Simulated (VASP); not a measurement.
Set up this calculation in VASP 6.6.1, as the native input.

| Property | Result |
| --- | --- |
| Task | single point |
| Functional | PBE |
| Potentials or basis | VASP PAW PBE potentials, release 64 (Mn_pv) |
| Cutoff | 520 eV |
| k mesh | 55 × 55 × 55 |
| Occupations | fermi-dirac, width 0.0612256 eV |
| Spin | no spin polarisation |
| Dipole correction | no |
| Further INCAR settings | ALGO = Normal; EDIFF = 1e-06; NBANDS = 12 |

The structure of Mn lies in POSCAR:

```
Mn
1.0
   -1.4011211675      1.4011211675      1.4011211675
    1.4011211675     -1.4011211675      1.4011211675
    1.4011211675      1.4011211675     -1.4011211675
Mn
1
Direct
    0.0000000000      0.0000000000      0.0000000000
```

This isn't the form of Mn at room conditions, which is a 58-atom cubic cell.

These files were run (other wordings do the same):

INCAR

```
ALGO = Normal
EDIFF = 1E-6
ENCUT = 520
GGA = PE
ISIF = 2
ISMEAR = -1
LASPH = T
LCHARG = T
LELF = T
LREAL = F
LVHAR = T
LWAVE = F
NBANDS = 12
NELM = 60
PREC = Accurate
SIGMA = 0.06122561905347299
```

KPOINTS

```
k-points
0
Gamma
  55 55 55
```

Potentials or basis: VASP PAW PBE potentials, release 64 (Mn_pv).

Run with:

```console
$ cat potpaw_PBE.64/Mn_pv/POTCAR > POTCAR
$ mpirun -np 1 vasp_std > vasp.out
```

It gave:

```json
{"Pressure": "-5.5 GPa", "Band gap on the k mesh": "zero (an odd number of electrons rules out a gap without spin polarisation)"}
```

Caveat: the cell stands under tension; the run has no spin polarisation, though such a crystal can be magnetic.

Run time: 4.9 min on 1 thread of Oxide Virtual Turin-like Processor, on a shared host, peak memory 0.57 GiB.
